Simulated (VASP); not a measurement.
Set up this calculation in VASP 6.6.1, as the native input.

```
Task                   : single point
Functional             : PBE
Potentials or basis    : VASP PAW PBE potentials, release 64 (Mg)
Cutoff                 : 520 eV
k mesh                 : 18 × 18 × 6
Occupations            : gaussian, width 0.1 eV
Spin                   : no spin polarisation
Dipole correction      : no
Further INCAR settings : ALGO = Fast; EDIFF = 1e-06; NBANDS = 12
```

The structure of Mg lies in POSCAR:

```
Mg
1.0
    3.1969280570      0.0000000000      0.0000000000
   -1.5984640285      2.7686209114      0.0000000000
    0.0000000000      0.0000000000     10.4037818128
Mg
4
Direct
    0.0000000000      0.0000000000      0.0000000000
    0.3333333333      0.6666666667      0.2500000000
    0.0000000000      0.0000000000      0.5000000000
    0.6666666667      0.3333333333      0.7500000000
```

The input as run:

INCAR

```
SYSTEM = Mg
  ALGO = Fast
  EDIFF = 1E-6
  ENCUT = 520
  GGA = PE
  ISIF = 2
  ISMEAR = 0
  LASPH = .TRUE.
  LCHARG = .TRUE.
  LELF = .TRUE.
  LREAL = .FALSE.
  LVHAR = .TRUE.
  LWAVE = .FALSE.
  NBANDS = 12
  NELM = 80
  PREC = Accurate
  SIGMA = 0.1
```

KPOINTS

```
k-points
0
G
  18 18 6
  0 0 0
```

Potentials or basis: VASP PAW PBE potentials, release 64 (Mg).

The run is started by

```sh
$ cat potpaw_PBE.64/Mg/POTCAR > POTCAR
$ mpirun -np 1 vasp_std > vasp.out
```

Results of the run:

```yaml
Pressure: -0.1 GPa
Band_gap_on_the_k_mesh: zero (band 4 reaches 3.59 eV, above the bottom of band 5 at 1.36 eV)
```

It took 75 s on 1 thread of AMD EPYC 7R13 Processor (Zen 3), with other jobs on the host, peak memory 0.26 GiB.
